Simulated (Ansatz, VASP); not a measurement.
**One calculation of ZrC, two programs**

File INCAR:

```
PREC = Accurate ; ENCUT = 520
EDIFF = 1E-6 ; ISMEAR = -1
SIGMA = 0.05 ; LREAL = False
LASPH = True ; NELM = 80
ALGO = Normal ; ISIF = 2
LWAVE = False ; LCHARG = False
NBANDS = 15
```

The input KPOINTS:

```
regular mesh
0
Gamma
  10 10 10
```

The input POSCAR:

```
ZrC
1.0
    0.0000000000      2.3806627081      2.3806627081
    2.3806627081      0.0000000000      2.3806627081
    2.3806627081      2.3806627081      0.0000000000
Zr C
1 1
Direct
    0.5000000000      0.5000000000      0.5000000000
    0.0000000000      0.0000000000      0.0000000000
```

input.yaml

```yaml
crystal:
  lattice:
    - [0.0, 2.3806627081, 2.3806627081]
    - [2.3806627081, 0.0, 2.3806627081]
    - [2.3806627081, 2.3806627081, 0.0]
  atoms:
    - { symbol: Zr, position: [0.5, 0.5, 0.5] }
    - { symbol: C, position: [0.0, 0.0, 0.0] }
hamiltonian:
  xc: lda
  pseudopotentials: { kind: paw, xc_functional: lda, accuracy: standard }
kpoints:
  mp_grid: { grid: [10, 10, 10] }
scf:
  occupations: { method: fermi_dirac, width: 0.05 }
output:
  forces: true
  stress: true
  eigenvalues: true
```

Alike in both runs: task single point; functional LDA; k mesh 10 × 10 × 10; occupations fermi-dirac, width 0.05 eV; no spin polarisation.

|  | VASP | Ansatz |
| --- | --- | --- |
| version | VASP 6.6.1 | Ansatz 0.2.0 |
| potentials or method | VASP PAW LDA potentials, release 64 (Zr_sv, C) | JTH PAW LDA |
| plane-wave cutoff (eV) | 520 | 990 |
| valence electrons in the cell | 16 | 16 |

```tsv
	VASP	Ansatz	Ansatz less VASP
gap on the k mesh at the Fermi level (eV)	none	none	-
pressure (GPa)	-15.7	-16.2	-0.59
```

LDA's correlation is that of Perdew and Zunger in VASP and of Perdew and Wang (1992) in Ansatz. A gap of «none» marks a metal or a gap that the smearing closes.
